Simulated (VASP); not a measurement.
# HfO2 (R-3m) in VASP: further runs

HfO2 is run at these levels: r2SCAN; tasks: single point.

Program: VASP 6.6.1. These are calculated values, not measurements. Logs are shortened: lines on timing, memory, paths and dates and some standing lists are left out, and cuts for length are marked.

## Step 1: The cell of the first run

The structure is trigonal, space group R-3m (No. 166). The conventional cell has a = 3.617 Å, b = 3.617 Å, c = 8.859 Å, α = 90.00°, β = 90.00°, γ = 120.00°. Hf (site symmetry -3m) has 8 O at 2.17 to 2.36 Å within 2.9 Å. O (site symmetry 3m) has 4 Hf at 2.17 to 2.36 Å and 6 O at 2.40 to 2.74 Å within 2.9 Å.

## Step 2: Single point, r2SCAN (atoms displaced along a vibrational mode)

Input file POSCAR:

```
HfO2
1.0
    0.0000000000      2.5575000000      2.5575000000
    2.5575000000      0.0000000000      2.5575000000
    2.5575000000      2.5575000000      0.0000000000
Hf O
1 2
Direct
    0.0000000000      0.0000000000      0.0000000000
    0.2669310929      0.2669310929      0.2669310929
    0.7330689071      0.7330689071      0.7330689071
```

Input file INCAR.step1:

```
PREC = Accurate ; ENCUT = 520
ISMEAR = 0 ; SIGMA = 0.05
LREAL = False ; LASPH = True
NELM = 60 ; NBANDS = 18
GGA = PE ; ALGO = Normal
EDIFF = 1E-4 ; LWAVE = True
LCHARG = False
```

Input file INCAR.step2:

```
PREC = Accurate ; ENCUT = 520
EDIFF = 1E-6 ; ISMEAR = 0
SIGMA = 0.05 ; LREAL = False
LASPH = True ; NELM = 60
ALGO = Normal ; ISIF = 2
LWAVE = False ; LCHARG = False
METAGGA = R2SCAN ; LMIXTAU = True
NBANDS = 18 ; ISTART = 1
```

Input file KPOINTS:

```
Automatic mesh
0
Gamma
  8 8 8
```

Potentials or basis: VASP PAW PBE potentials, release 64 (Hf_pv, O).

Started as:

```bash
cat potpaw_PBE.64/Hf_pv/POTCAR potpaw_PBE.64/O/POTCAR > POTCAR
cp INCAR.step1 INCAR
mpirun -np 1 vasp_std > vasp.out
cp INCAR.step2 INCAR
mpirun -np 1 vasp_std > vasp.out
```

OUTCAR:

```text
PREC = Accurate
   ENCUT = 520
   EDIFF = 1E-6
   ISMEAR = 0
   LREAL = False
   LASPH = True
   NELM = 60
   ISIF = 2
   METAGGA = R2SCAN
   ISTART = 1

 ion  position               nearest neighbor table
   1  0.000  0.000  0.000-   3 2.17   3 2.17   3 2.17   2 2.17   2 2.17   2 2.17   3 2.36   2 2.36

   2  0.267  0.267  0.267-   1 2.17   1 2.17   1 2.17   1 2.36
   3  0.733  0.733  0.733-   1 2.17   1 2.17   1 2.17   1 2.36

  LATTYP: Found a face centered cubic cell.
 ALAT       =     5.1150000000

  Lattice vectors:

 A1 = (   0.0000000000,   2.5575000000,   2.5575000000)
 A2 = (   2.5575000000,   0.0000000000,   2.5575000000)
 A3 = (   2.5575000000,   2.5575000000,   0.0000000000)

Analysis of symmetry for initial positions (statically):
=====================================================================
 Subroutine PRICEL returns:
 Original cell was already a primitive cell.

 Routine SETGRP: Setting up the symmetry group for a
 face centered cubic supercell.

 Subroutine GETGRP returns: Found 12 space group operations
 (whereof 12 operations were pure point group operations)
 out of a pool of 48 trial point group operations.

The static configuration has the point symmetry D_3d.

Analysis of symmetry for dynamics (positions and initial velocities):
=====================================================================
 Subroutine PRICEL returns:
 Original cell was already a primitive cell.

 Routine SETGRP: Setting up the symmetry group for a
 face centered cubic supercell.

 Subroutine GETGRP returns: Found 12 space group operations
 (whereof 12 operations were pure point group operations)
 out of a pool of 48 trial point group operations.

The dynamic configuration has the point symmetry D_3d.

 Subroutine INISYM returns: Found 12 space group operations
 (whereof 12 operations are pure point group operations),
 and found     1 'primitive' translations

----------------------------------------------------------------------------------------

                                     Primitive cell

  volume of cell :      33.4562

  direct lattice vectors                    reciprocal lattice vectors
     0.000000000  2.557500000  2.557500000    -0.195503421  0.195503421  0.195503421
     2.557500000  0.000000000  2.557500000     0.195503421 -0.195503421  0.195503421
     2.557500000  2.557500000  0.000000000     0.195503421  0.195503421 -0.195503421

  length of vectors
     3.616851186  3.616851186  3.616851186     0.338621859  0.338621859  0.338621859

  position of ions in fractional coordinates (direct lattice)
     0.000000000  0.000000000  0.000000000
     0.266931093  0.266931093  0.266931093
     0.733068907  0.733068907  0.733068907

  ion indices of the primitive-cell ions
   primitive index   ion index
                 1           1
                 2           2
                 3           3

----------------------------------------------------------------------------------------

 KPOINTS: Automatic mesh

Automatic generation of k-mesh.
 Grid dimensions read from file:
 generate k-points for:    8    8    8

 Generating k-lattice:

  Cartesian coordinates                     Fractional coordinates (reciprocal lattice)
    -0.024437928  0.024437928  0.024437928     0.125000000  0.000000000  0.000000000
     0.024437928 -0.024437928  0.024437928     0.000000000  0.125000000  0.000000000
     0.024437928  0.024437928 -0.024437928     0.000000000  0.000000000  0.125000000

  Length of vectors
     0.042327732  0.042327732  0.042327732

  Shift w.r.t. Gamma in fractional coordinates (k-lattice)
     0.000000000  0.000000000  0.000000000

 Subroutine IBZKPT returns following result:
 ===========================================

 Found     65 irreducible k-points:

 Following reciprocal coordinates:
            Coordinates               Weight
  0.000000  0.000000  0.000000      1.000000
  0.125000  0.000000  0.000000      6.000000
  0.125000  0.125000  0.125000      2.000000
  0.250000  0.000000  0.000000      6.000000
  0.250000  0.250000  0.250000      2.000000
  0.375000  0.000000  0.000000      6.000000
[... 16 lines left out ...]
 -0.250000  0.125000  0.000000     12.000000
  0.125000  0.125000  0.375000      6.000000
 [... further k-points ...]
   k-points           NKPTS =     65   k-points in BZ     NKDIM =     65   number of bands    NBANDS=     18
   number of dos      NEDOS =    301   number of ions     NIONS =      3
   total plane-waves  NPLWV =  21952
   dimension x,y,z NGX =    28 NGY =   28 NGZ =   28
   dimension x,y,z NGXF=    56 NGYF=   56 NGZF=   56
   ions per type =               1   2
   NGX,Y,Z   is equivalent  to a cutoff of  12.87, 12.87, 12.87 a.u.
   NGXF,Y,Z  is equivalent  to a cutoff of  25.74, 25.74, 25.74 a.u.
 SYSTEM =  unknown system
   PREC   = accura    normal or accurate (medium, high low for compatibility)
   ISTART =      1    job   : 0-new  1-cont  2-samecut
   ICHARG =      0    charge: 1-file 2-atom 10-const
   ISPIN  =      1    spin polarized calculation?
   LNONCOLLINEAR =      F non collinear calculations
   LSORBIT =      F    spin-orbit coupling
   LASPH  =      T    aspherical Exc in radial PAW
   ENCUT  =  520.0 eV  38.22 Ry    6.18 a.u.   6.72  6.72  6.72*2*pi/ulx,y,z
   NELM   =     60;   NELMIN=  2; NELMDL=  0     # of ELM steps
   EDIFF  = 0.1E-05   stopping-criterion for ELM
   LREAL  =      F    real-space projection
   EDIFFG = 0.1E-04   stopping-criterion for IOM
   NSW    =      0    number of steps for IOM
   IBRION =     -1    ionic relax: 0-MD 1-quasi-New 2-CG
   NFREE  =      0    steps in history (QN), initial steepest desc. (CG)
   ISIF   =      2    stress and relaxation
   ISYM   =      2    0-nonsym 1-usesym 2-fastsym
   POTIM  = 0.5000    time-step for ionic-motion
   TEBEG  =    0.0;   TEEND  =   0.0 temperature during run
   PSTRESS=    0.0 pullay stress
   NELECT =      22.0000    total number of electrons
   NUPDOWN=      -1.0000    fix difference up-down
   EMIN   =  10.00;   EMAX   =-10.00  energy-range for DOS
   EFERMI =   0.00;   METHOD = LEGACY
   ISMEAR =     0;   SIGMA  =   0.05  broadening in eV -4-tet -1-fermi 0-gaus
   EFERMI_NEDOS =   21; number of points for ismear=-14 and -15
   IALGO  =     38    algorithm
   IMIX   =      4    mixing-type and parameters
     AMIX     =   0.40;   BMIX     =  1.00
     AMIX_MAG =   1.60;   BMIX_MAG =  1.00
  volume/ion in A,a.u.               =      11.15        75.26
  Fermi-wavevector in a.u.,A,eV,Ry     =   1.423607  2.690227 27.574337  2.026657
  Thomas-Fermi vector in A             =   2.544186
   LORBIT       =      0    0 simple, 1 ext, 2 COOP (PROOUT), +10 PAW based schemes
   METAGGA = R2SCAN    functional components
   LHFCALC =     F    Hartree Fock is set to
   AEXX    =    0.0000 exact exchange contribution
   IVDW    =     0    specifies the selected vdW correction
   LEPSILON=     F    determine dielectric tensor
   LRPA    =     F    only Hartree local field effects (RPA)
 non-spin polarized calculation
 Gauss-broadening in eV      SIGMA  =   0.05
  energy-cutoff  :      520.00
  volume of cell :       33.46
 maximum number of plane-waves:       934
   NGX = 13   NGY = 13   NGZ = 13

 number of electron      21.9999994 magnetization

 Free energy of the ion-electron system (eV)
  ---------------------------------------------------
  ext. energy  EPLUGINS =         0.00000000
  ---------------------------------------------------
  free energy    TOTEN  =       -68.12615203 eV

  energy without entropy =      -68.12615203  energy(sigma->0) =      -68.12615203

 E-fermi :   3.9550     XC(G=0): -12.4165

 val. band max:        3.7458610552   @ k =   0.5000   0.5000   0.0000
 cond. band min:       7.9975387702   @ k =   0.0000   0.0000   0.0000
 fundamental gap:      4.2516777150
 Fermi energy:         3.9549974188

 k-point     1 :       0.0000    0.0000    0.0000
  band No.  band energies     occupation
      1     -27.1511      2.00000
      2     -27.0190      2.00000
      3     -27.0190      2.00000
      4     -15.9529      2.00000
      5     -12.9149      2.00000
      6      -1.8400      2.00000
[... 10 lines left out ...]
     17      14.9732      0.00000
     18      16.2585      0.00000

 k-point     2 :       0.1250    0.0000    0.0000
  band No.  band energies     occupation
      1     -27.1629      2.00000
      2     -27.0796      2.00000
      3     -27.0266      2.00000
      4     -15.7355      2.00000
      5     -13.0900      2.00000
      6      -1.6429      2.00000
[... 10 lines left out ...]
     17      14.5704      0.00000
     18      16.2569      0.00000

 k-point     3 :       0.1250    0.1250    0.1250
  band No.  band energies     occupation
      1     -27.1998      2.00000
      2     -27.0249      2.00000
      3     -27.0249      2.00000
      4     -15.8180      2.00000
      5     -13.0254      2.00000
      6      -1.7453      2.00000
[... 10 lines left out ...]
     17      14.8669      0.00000
     18      16.2545      0.00000

 k-point     4 :       0.2500    0.0000    0.0000
  band No.  band energies     occupation
      1     -27.2580      2.00000
      2     -27.1529      2.00000
      3     -27.0450      2.00000
      4     -15.2053      2.00000
      5     -13.4617      2.00000
      6      -1.1041      2.00000
[... 375 lines left out ...]
      4     -15.0564      2.00000
      5     -13.4696      2.00000
      6      -1.4080      2.00000
[... 10 lines left out ...]
     17      14.7923      0.00000
     18      16.2392      0.00000

 k-point    23 :      -0.2500    0.1250    0.0000
  band No.  band energies     occupation
      1     -27.3091      2.00000
      2     -27.1800      2.00000
      3     -27.0825      2.00000
      4     -14.8496      2.00000
      5     -13.6665      2.00000
      6      -0.9767      2.00000
[... 10 lines left out ...]
     17      14.5028      0.00000
     18      16.2429      0.00000

 k-point    24 :       0.1250    0.1250    0.3750
  band No.  band energies     occupation
      1     -27.3176      2.00000
      2     -27.1747      2.00000
      3     -27.0489      2.00000
      4     -14.9916      2.00000
      5     -13.5926      2.00000
      6      -1.1700      2.00000
[... 10 lines left out ...]
     17      14.0791      0.00000
     18      16.2356      0.00000

 [... further k-points ...]

------------------------ aborting loop because EDIFF is reached ----------------------------------------

  FORCE on cell =-STRESS in cart. coord.  units (eV):
  Direction    XX          YY          ZZ          XY          YZ          ZX
  --------------------------------------------------------------------------------------
  -------------------------------------------------------------------------------------
  Total       -1.6575838     -1.6575838     -1.6575838     -0.9235601     -0.9235601     -0.9235601
  in kB      -79.3796458    -79.3796458    -79.3796458    -44.2281538    -44.2281538    -44.2281538
  external PRESSURE =     -79.3796458 kB  Pullay stress =       0.0000000 kB

 VOLUME and BASIS-vectors are now :
 -----------------------------------------------------------------------------
  energy-cutoff  :      520.00
  volume of cell :       33.46
      direct lattice vectors                 reciprocal lattice vectors
     0.000000000  2.557500000  2.557500000    -0.195503421  0.195503421  0.195503421
     2.557500000  0.000000000  2.557500000     0.195503421 -0.195503421  0.195503421
     2.557500000  2.557500000  0.000000000     0.195503421  0.195503421 -0.195503421

 POSITION                                       TOTAL-FORCE (eV/Angst)
 -----------------------------------------------------------------------------------
      0.00000      0.00000      0.00000         0.000000     -0.000000     -0.000000
      1.36535      1.36535      1.36535        -1.334750     -1.334750     -1.334750
      3.74965      3.74965      3.74965         1.334750      1.334750      1.334750
 -----------------------------------------------------------------------------------
    total drift:                               -0.000000     -0.000000     -0.000000

  FREE ENERGIE OF THE ION-ELECTRON SYSTEM (eV)
  ---------------------------------------------------
  free  energy   TOTEN  =       -68.1261520259 eV

  energy  without entropy=      -68.1261520259  energy(sigma->0) =      -68.12615203
```

Run time: 1.8 min. Hardware: 1 thread of AMD EPYC 9R45 (Zen 5), shared host; peak memory 0.16 GiB.

Results:

* Free energy: -68.1262 eV
* Pressure: -7.9 GPa
* Largest force: 2.312 eV/Å
* Band gap on the k mesh: 4.25 eV (least direct gap 4.35 eV)

Forces on the atoms (eV/Å):
```
Hf   0.000  0.000  0.000
O   -1.335 -1.335 -1.335
O    1.335  1.335  1.335
```

Caveat: the cell differs from its parent crystal (atoms displaced along a vibrational mode); the cell stands under tension; the PAW data sets were made with another functional, which shifts forces and pressure a little; spin-orbit coupling is left out, which moves the levels of the heavy elements. A k mesh can miss the band edges.

## Step 3: Single point, r2SCAN (atoms displaced along a vibrational mode)

Input file POSCAR:

```
HfO2
1.0
    0.0000000000      2.5575000000      2.5575000000
    2.5575000000      0.0000000000      2.5575000000
    2.5575000000      2.5575000000      0.0000000000
Hf O
1 2
Direct
    0.0000000000      0.0000000000      0.0000000000
    0.2415344535      0.2415344535      0.2415344535
    0.7584655465      0.7584655465      0.7584655465
```

Input file INCAR.step1:

```
SYSTEM = HfO2
PREC = Accurate
ENCUT = 520
ISMEAR = 0
SIGMA = 0.05
LREAL = .False.
LASPH = .True.
NELM = 60
NBANDS = 18
GGA = PE
ALGO = Normal
EDIFF = 1E-4
LWAVE = .True.
LCHARG = .False.
```

Input file INCAR.step2:

```
SYSTEM = HfO2
PREC = Accurate
ENCUT = 520
EDIFF = 1E-6
ISMEAR = 0
SIGMA = 0.05
LREAL = .False.
LASPH = .True.
NELM = 60
ALGO = Normal
ISIF = 2
LWAVE = .False.
LCHARG = .False.
METAGGA = R2SCAN
LMIXTAU = .True.
NBANDS = 18
ISTART = 1
```

Input file KPOINTS:

```
Automatic mesh
0
Gamma
  8 8 8
  0 0 0
```

Potentials or basis: VASP PAW PBE potentials, release 64 (Hf_pv, O).

Started as:

```bash
cat potpaw_PBE.64/Hf_pv/POTCAR potpaw_PBE.64/O/POTCAR > POTCAR
cp INCAR.step1 INCAR
mpirun -np 1 vasp_std > vasp.out
cp INCAR.step2 INCAR
mpirun -np 1 vasp_std > vasp.out
```

Wall time 2.3 min (1 thread of AMD EPYC 9R45 (Zen 5), shared host); peak memory 0.16 GiB.

Results (log left out):

- Free energy: -68.3838 eV
- Pressure: -10.8 GPa
- Largest force: 1.512 eV/Å
- Band gap on the k mesh: 4.23 eV

Forces in eV/Å, atoms in the order of the input:
```
Hf   0.000  0.000  0.000
O    0.873  0.873  0.873
O   -0.873 -0.873 -0.873
```

Stress tensor (GPa, compression positive):
```
-10.82   2.13   2.13
  2.13 -10.82   2.13
  2.13   2.13 -10.82
```

Levels at points of the mesh, in eV from the valence-band top:
```tsv
k point	band 7	band 8	band 9	band 10	band 11	band 12	band 13	band 14	band 15	band 16
(0.00, 0.00, 0.00)	-5.20	-5.20	-0.65	-0.65	-0.58	4.30	4.30	6.16	10.38	10.38
(0.50, 0.00, 0.00)	-4.26	-2.87	-2.85	-1.97	-1.53	4.78	5.12	7.22	9.59	9.66
(0.50, 0.50, 0.50)	-3.86	-3.46	-2.50	-2.15	-2.15	5.02	5.02	7.10	9.01	9.01
(0.50, 0.50, 0.00)	-3.59	-3.46	-1.79	-1.28	0.00	4.23	5.84	6.89	8.04	8.78
```

Caveat: the cell differs from its parent crystal (atoms displaced along a vibrational mode); the cell stands under tension; the PAW data sets were made with another functional, which shifts forces and pressure a little; spin-orbit coupling is left out, which moves the levels of the heavy elements.
